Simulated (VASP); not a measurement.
Runs of VASP 6.6.1 on Hg. The structure is that of space group R-3m (No. 166), or close to it. The cells are those of the table. 

```tsv
cell	k mesh	smearing	gap on the mesh (eV)	pressure (GPa)
a = 3.023 Å, angles 83.9°, 1 atom	17 × 17 × 17	fermi-dirac 0.1 eV	none	(a)
a = 3.108 Å, angles 83.9°, 1 atom	10 × 10 × 10	methfessel-paxton 0.3 eV	none	0.1
a = 3.066 Å, angles 83.9°, 1 atom	17 × 17 × 17	fermi-dirac 0.1 eV	none	0.9
a = 3.108 Å, angles 83.9°, 1 atom	17 × 17 × 17	fermi-dirac 0.1 eV	none	0.2
a = 3.108 Å, angles 83.9°, 1 atom	10 × 10 × 10	methfessel-paxton 0.01 eV	none	0.1
```

Alike in all rows: task single point; level PBE; potentials or basis VASP PAW PBE potentials, release 64 (Hg); no spin polarisation; cutoff (eV) 520.

Problem. Fill in the values left out.

Solution. (a) 2.0.

Caveats: spin-orbit coupling is left out, which moves the levels of the heavy elements; so wide a smearing shifts energies and pressures (at least some runs).

A k mesh can miss the band edges, and the runs leave out spin-orbit coupling on Hg.

A gap of «none» marks levels without a gap at the run's occupations.
